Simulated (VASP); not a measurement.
Write the native input for VASP 6.6.1 that does the following.

```
Task                   : single point
Functional             : PBEsol
Potentials or basis    : VASP PAW PBE potentials, release 64 (Hf_pv, S)
Cutoff                 : 520 eV
k mesh                 : 16 × 16 × 4
Occupations            : gaussian, width 0.15 eV
Spin                   : no spin polarisation
Dipole correction      : no
Further INCAR settings : ALGO = Normal; EDIFF = 1e-06; NBANDS = 35
```

The structure of Hf2S lies in POSCAR:

```
Hf2S
1.0
   -3.3465310252      0.0000000000      0.0000000000
   -1.6732655126     -2.8981808824      0.0000000000
    0.0000000000      0.0000000000     11.5142358425
Hf S
4 2
Direct
    0.6666666667      0.6666666667      0.4038105664
    0.3333333333      0.3333333333      0.9103242423
    0.6666666667      0.6666666667      0.1027031094
    0.3333333333      0.3333333333      0.6092167853
    0.0000000000      1.0000000000      0.2532568379
    0.0000000000      0.0000000000      0.7597705138
```

One way to write it, as run:

INCAR

```
PREC = Accurate ; ENCUT = 520
EDIFF = 1E-6 ; ISMEAR = 0
SIGMA = 0.15 ; LREAL = False
LASPH = True ; NELM = 60
ALGO = Normal ; ISIF = 2
LWAVE = False ; LCHARG = False
GGA = PS ; NBANDS = 35
```

KPOINTS

```
Automatic mesh
0
Gamma
  16 16 4
```

Potentials or basis: VASP PAW PBE potentials, release 64 (Hf_pv, S).

The run is started by

```sh
$ cat potpaw_PBE.64/Hf_pv/POTCAR potpaw_PBE.64/S/POTCAR > POTCAR
$ mpirun -np 1 vasp_std > vasp.out
```

Results of the run:

```json
{"Pressure": "1.9 GPa", "Largest force": "1.013 eV/Å", "Band gap on the k mesh": "zero (band 26 reaches 6.94 eV, above the bottom of band 27 at 6.09 eV)"}
```

Caveat: the PAW data sets were made with another functional, which shifts forces and pressure a little; spin-orbit coupling is left out, which moves the levels of the heavy elements.

Wall time 12 min on 1 thread of AMD EPYC 7R43 64-Core Processor (Zen 3) (shared host), peak memory 0.44 GiB.
